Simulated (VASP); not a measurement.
# Sb (R-3m) in VASP: further runs

Sb is run at these levels: r2SCAN; tasks: electric field gradients.

Program: VASP 6.6.1. These are calculated values, not measurements. Logs are shortened: lines on timing, memory, paths and dates and some standing lists are left out, and cuts for length are marked.

### Step 1. The cell of the first run

The structure is trigonal, space group R-3m (No. 166). The conventional cell has a = 4.318 Å, b = 4.318 Å, c = 11.393 Å, α = 90.00°, β = 90.00°, γ = 120.00°. Sb (site symmetry 3m) has 6 Sb at 2.90 to 3.40 Å within 3.8 Å.

### Step 2. Electric field gradients, r2SCAN (30.65 Å³/atom)

The input, POSCAR:

```
Sb
1.0
    2.1587717756      1.2463674658      3.7976949312
   -2.1587717756      1.2463674658      3.7976949312
    0.0000000000     -2.4927349316      3.7976949312
Sb
2
Direct
    0.2682562500      0.2682562500      0.2682562500
    0.7317437500      0.7317437500      0.7317437500
```

The input, INCAR.step1:

```
PREC = Accurate
ENCUT = 520
ISMEAR = -1
SIGMA = 0.05
LREAL = False
LASPH = True
NELM = 100
NBANDS = 12
GGA = PE
ALGO = Normal
EDIFF = 1E-4
LWAVE = True
LCHARG = False
```

The input, INCAR.step2:

```
PREC = Accurate
ENCUT = 520
EDIFF = 1E-8
ISMEAR = -1
SIGMA = 0.05
LREAL = False
LASPH = True
NELM = 100
ALGO = Normal
ISIF = 2
LWAVE = False
LCHARG = False
METAGGA = R2SCAN
LMIXTAU = True
LEFG = True
NBANDS = 12
ISTART = 1
```

The input, KPOINTS:

```
Automatic mesh
0
Gamma
  11 11 11
```

Potentials or basis: VASP PAW PBE potentials, release 64 (Sb).

The run is started by

```sh
cat potpaw_PBE.64/Sb/POTCAR > POTCAR
cp INCAR.step1 INCAR
mpirun -np 1 vasp_std > vasp.out
cp INCAR.step2 INCAR
mpirun -np 1 vasp_std > vasp.out
```

OUTCAR:

```text
PREC = Accurate
   ENCUT = 520
   EDIFF = 1E-8
   ISMEAR = -1
   LREAL = False
   LASPH = True
   NELM = 100
   ISIF = 2
   METAGGA = R2SCAN
   ISTART = 1

 ion  position               nearest neighbor table
   1  0.268  0.268  0.268-   2 2.90   2 2.90   2 2.90   2 3.40   2 3.40   2 3.40
   2  0.732  0.732  0.732-   1 2.90   1 2.90   1 2.90   1 3.40   1 3.40   1 3.40

  LATTYP: Found a trigonal (rhomboedric) cell.
 ALAT       =     4.5427100094
 COS(alpha) =     0.5483381276

  Lattice vectors:

 A1 = (   2.1587717756,   1.2463674658,   3.7976949312)
 A2 = (  -2.1587717756,   1.2463674658,   3.7976949312)
 A3 = (   0.0000000000,  -2.4927349316,   3.7976949312)

Analysis of symmetry for initial positions (statically):
=====================================================================
 Subroutine PRICEL returns:
 Original cell was already a primitive cell.

 Routine SETGRP: Setting up the symmetry group for a
 trigonal (rhombohedral) supercell.

 Subroutine GETGRP returns: Found 12 space group operations
 (whereof 12 operations were pure point group operations)
 out of a pool of 12 trial point group operations.

The static configuration has the point symmetry D_3d.

Analysis of symmetry for dynamics (positions and initial velocities):
=====================================================================
 Subroutine PRICEL returns:
 Original cell was already a primitive cell.

 Routine SETGRP: Setting up the symmetry group for a
 trigonal (rhombohedral) supercell.

 Subroutine GETGRP returns: Found 12 space group operations
 (whereof 12 operations were pure point group operations)
 out of a pool of 12 trial point group operations.

The dynamic configuration has the point symmetry D_3d.

 Subroutine INISYM returns: Found 12 space group operations
 (whereof 12 operations are pure point group operations),
 and found     1 'primitive' translations

----------------------------------------------------------------------------------------

                                     Primitive cell

  volume of cell :      61.3090

  direct lattice vectors                    reciprocal lattice vectors
     2.158771776  1.246367466  3.797694931     0.231613182  0.133721933  0.087772541
    -2.158771776  1.246367466  3.797694931    -0.231613182  0.133721933  0.087772541
     0.000000000 -2.492734932  3.797694931     0.000000000 -0.267443866  0.087772541

  length of vectors
     4.542710009  4.542710009  4.542710009     0.281478668  0.281478668  0.281478668

  position of ions in fractional coordinates (direct lattice)
     0.268256250  0.268256250  0.268256250
     0.731743750  0.731743750  0.731743750

  ion indices of the primitive-cell ions
   primitive index   ion index
                 1           1
                 2           2

----------------------------------------------------------------------------------------

 KPOINTS: Automatic mesh

Automatic generation of k-mesh.
 Grid dimensions read from file:
 generate k-points for:   11   11   11

 Generating k-lattice:

  Cartesian coordinates                     Fractional coordinates (reciprocal lattice)
     0.021055744  0.012156539  0.007979322     0.090909091  0.000000000 -0.000000000
    -0.021055744  0.012156539  0.007979322     0.000000000  0.090909091 -0.000000000
     0.000000000 -0.024313079  0.007979322    -0.000000000 -0.000000000  0.090909091

  Length of vectors
     0.025588970  0.025588970  0.025588970

  Shift w.r.t. Gamma in fractional coordinates (k-lattice)
     0.000000000  0.000000000  0.000000000

 Subroutine IBZKPT returns following result:
 ===========================================

 Found    146 irreducible k-points:

 Following reciprocal coordinates:
            Coordinates               Weight
  0.000000  0.000000  0.000000      1.000000
  0.090909  0.000000  0.000000      6.000000
  0.181818  0.000000 -0.000000      6.000000
  0.272727  0.000000 -0.000000      6.000000
  0.363636  0.000000  0.000000      6.000000
  0.454545  0.000000  0.000000      6.000000
[... 16 lines left out ...]
 -0.272727  0.181818  0.000000     12.000000
 -0.181818  0.181818  0.000000      6.000000
 [... further k-points ...]
   k-points           NKPTS =    146   k-points in BZ     NKDIM =    146   number of bands    NBANDS=     12
   number of dos      NEDOS =    301   number of ions     NIONS =      2
   total plane-waves  NPLWV =  46656
   dimension x,y,z NGX =    36 NGY =   36 NGZ =   36
   dimension x,y,z NGXF=    72 NGYF=   72 NGZF=   72
   ions per type =               2
   NGX,Y,Z   is equivalent  to a cutoff of  13.17, 13.17, 13.17 a.u.
   NGXF,Y,Z  is equivalent  to a cutoff of  26.35, 26.35, 26.35 a.u.
 SYSTEM =  unknown system
   PREC   = accura    normal or accurate (medium, high low for compatibility)
   ISTART =      1    job   : 0-new  1-cont  2-samecut
   ICHARG =      0    charge: 1-file 2-atom 10-const
   ISPIN  =      1    spin polarized calculation?
   LNONCOLLINEAR =      F non collinear calculations
   LSORBIT =      F    spin-orbit coupling
   LASPH  =      T    aspherical Exc in radial PAW
   ENCUT  =  520.0 eV  38.22 Ry    6.18 a.u.   8.45  8.45  8.45*2*pi/ulx,y,z
   NELM   =    100;   NELMIN=  2; NELMDL=  0     # of ELM steps
   EDIFF  = 0.1E-07   stopping-criterion for ELM
   LREAL  =      F    real-space projection
   EDIFFG = 0.1E-06   stopping-criterion for IOM
   NSW    =      0    number of steps for IOM
   IBRION =     -1    ionic relax: 0-MD 1-quasi-New 2-CG
   NFREE  =      0    steps in history (QN), initial steepest desc. (CG)
   ISIF   =      2    stress and relaxation
   ISYM   =      2    0-nonsym 1-usesym 2-fastsym
   POTIM  = 0.5000    time-step for ionic-motion
   TEBEG  =    0.0;   TEEND  =   0.0 temperature during run
   PSTRESS=    0.0 pullay stress
   NELECT =      10.0000    total number of electrons
   NUPDOWN=      -1.0000    fix difference up-down
   EMIN   =  10.00;   EMAX   =-10.00  energy-range for DOS
   EFERMI =   0.00;   METHOD = LEGACY
   ISMEAR =    -1;   SIGMA  =   0.05  broadening in eV -4-tet -1-fermi 0-gaus
   EFERMI_NEDOS =   21; number of points for ismear=-14 and -15
   IALGO  =     38    algorithm
   IMIX   =      4    mixing-type and parameters
     AMIX     =   0.40;   BMIX     =  1.00
     AMIX_MAG =   1.60;   BMIX_MAG =  1.00
  volume/ion in A,a.u.               =      30.65       206.87
  Fermi-wavevector in a.u.,A,eV,Ry     =   0.894472  1.690307 10.885753  0.800080
  Thomas-Fermi vector in A             =   2.016681
   LORBIT       =      0    0 simple, 1 ext, 2 COOP (PROOUT), +10 PAW based schemes
   METAGGA = R2SCAN    functional components
   LHFCALC =     F    Hartree Fock is set to
   AEXX    =    0.0000 exact exchange contribution
   IVDW    =     0    specifies the selected vdW correction
   LEPSILON=     F    determine dielectric tensor
   LRPA    =     F    only Hartree local field effects (RPA)
 non-spin polarized calculation
  energy-cutoff  :      520.00
  volume of cell :       61.31
 maximum number of plane-waves:      1666
 NGX is ok and might be reduce to    36
   NGX = 17   NGY = 17   NGZ = 17

 number of electron       9.9999999 magnetization

 Free energy of the ion-electron system (eV)
  ---------------------------------------------------
  ext. energy  EPLUGINS =         0.00000000
  ---------------------------------------------------
  free energy    TOTEN  =       -51.38674357 eV

  energy without entropy =      -51.38572509  energy(sigma->0) =      -51.38623433

 E-fermi :   7.1878     XC(G=0):  -9.9180

 val. band max:        7.1190333749   @ k =   0.4545   0.0000   0.0000
 cond. band min:       7.3074040304   @ k =   0.3636   0.1818   0.1818
 fundamental gap:      0.1883706556
 Fermi energy:         7.1877982924

 k-point     1 :       0.0000    0.0000    0.0000
  band No.  band energies     occupation
      1      -6.2033      2.00000
      2       2.2060      2.00000
      3       4.8425      2.00000
      4       5.0650      2.00000
      5       5.0650      2.00000
      6       9.0361      0.00000
      7       9.7892      0.00000
      8       9.7892      0.00000
      9      12.5755      0.00000
     10      12.5755      0.00000
     11      12.8603      0.00000
     12      14.1832      0.00000
[... 331 lines left out ...]
 k-point    24 :      -0.1818    0.1818    0.0000
  band No.  band energies     occupation
      1      -5.1797      2.00000
      2      -0.5628      2.00000
      3       3.4824      2.00000
      4       5.6693      2.00000
      5       5.8010      2.00000
      6       7.6517      0.00019
      7       8.0296      0.00000
      8      10.5057      0.00000
      9      11.7394      0.00000
     10      13.3973      0.00000
     11      15.4566      0.00000
     12      15.4632      0.00000

 [... further k-points ...]

------------------------ aborting loop because EDIFF is reached ----------------------------------------

  FORCE on cell =-STRESS in cart. coord.  units (eV):
  Direction    XX          YY          ZZ          XY          YZ          ZX
  --------------------------------------------------------------------------------------
  -------------------------------------------------------------------------------------
  Total        0.6059628      0.6059628      0.5927153     -0.0000000      0.0000000      0.0000000
  in kB       15.8355228     15.8355228     15.4893286     -0.0000000      0.0000000      0.0000000
  external PRESSURE =      15.7201247 kB  Pullay stress =       0.0000000 kB

 VOLUME and BASIS-vectors are now :
 -----------------------------------------------------------------------------
  energy-cutoff  :      520.00
  volume of cell :       61.31
      direct lattice vectors                 reciprocal lattice vectors
     2.158771776  1.246367466  3.797694931     0.231613182  0.133721933  0.087772541
    -2.158771776  1.246367466  3.797694931    -0.231613182  0.133721933  0.087772541
     0.000000000 -2.492734932  3.797694931     0.000000000 -0.267443866  0.087772541

 POSITION                                       TOTAL-FORCE (eV/Angst)
 -----------------------------------------------------------------------------------
      0.00000      0.00000      3.05627         0.000000     -0.000000     -0.207805
      0.00000      0.00000      8.33682         0.000000      0.000000      0.207805
 -----------------------------------------------------------------------------------
    total drift:                                0.000000      0.000000     -0.000000

  FREE ENERGIE OF THE ION-ELECTRON SYSTEM (eV)
  ---------------------------------------------------
  free  energy   TOTEN  =       -51.3867435708 eV

  energy  without entropy=      -51.3857250924  energy(sigma->0) =      -51.38623433

 Electric field gradients (V/A^2)
---------------------------------------------------------------------
 ion       V_xx      V_yy      V_zz      V_xy      V_xz      V_yz
---------------------------------------------------------------------
   1      32.783    32.783   -65.566     0.000    -0.000    -0.000
   2      32.783    32.783   -65.566     0.000    -0.000    -0.000
---------------------------------------------------------------------

 Electric field gradients after diagonalization (V/A^2)
 (convention: |V_zz| > |V_xx| > |V_yy|)
----------------------------------------------------------------------
 ion       V_xx      V_yy      V_zz     asymmetry (V_yy - V_xx)/ V_zz
----------------------------------------------------------------------
   1      32.783    32.783   -65.566       0.000
   2      32.783    32.783   -65.566       0.000
----------------------------------------------------------------------

           NMR quadrupolar parameters

 Cq : quadrupolar parameter    Cq=e*Q*V_zz/h
 eta: asymmetry parameters     (V_yy - V_xx)/ V_zz
 Q  : nuclear electric quadrupole moment in mb (millibarn)
----------------------------------------------------------------------
 ion       Cq(MHz)       eta       Q (mb)
----------------------------------------------------------------------
   1      -0.159       0.000       1.000
   2      -0.159       0.000       1.000
----------------------------------------------------------------------
```

Run time: 5.9 min. Hardware: 1 thread of AMD EPYC 9R14 (Zen 4), shared host; peak memory 0.24 GiB.

Results:

| Property | Result |
| --- | --- |
| Free energy | -51.3867 eV |
| Pressure | 1.6 GPa |
| Largest force | 0.208 eV/Å |
| Band gap on the k mesh | zero (bands 5 and 6 overlap by 0.19 eV) |
| Largest electric field gradient by atom | Sb -65.6 V/Å² |

Forces in eV/Å, atoms in the order of the input:
```
Sb   0.000  0.000 -0.208
Sb   0.000  0.000  0.208
```

Electric field gradients, principal values (V/Å²):
| atom | least | middle | greatest (by size) |
| --- | --- | --- | --- |
| 1 Sb | 32.783 | 32.783 | -65.566 |
| 2 Sb | 32.783 | 32.783 | -65.566 |

Caveat: without QUAD_EFG the Cq values of the log hold for a quadrupole moment of 1 mb, not for the nuclei; the PAW data sets were made with another functional, which shifts forces and pressure a little; spin-orbit coupling is left out, which moves the levels of the heavy elements.

(Part 1 of 2 ends here.)

The gap in the log of VASP goes by the Fermi energy; the results here count the filled bands.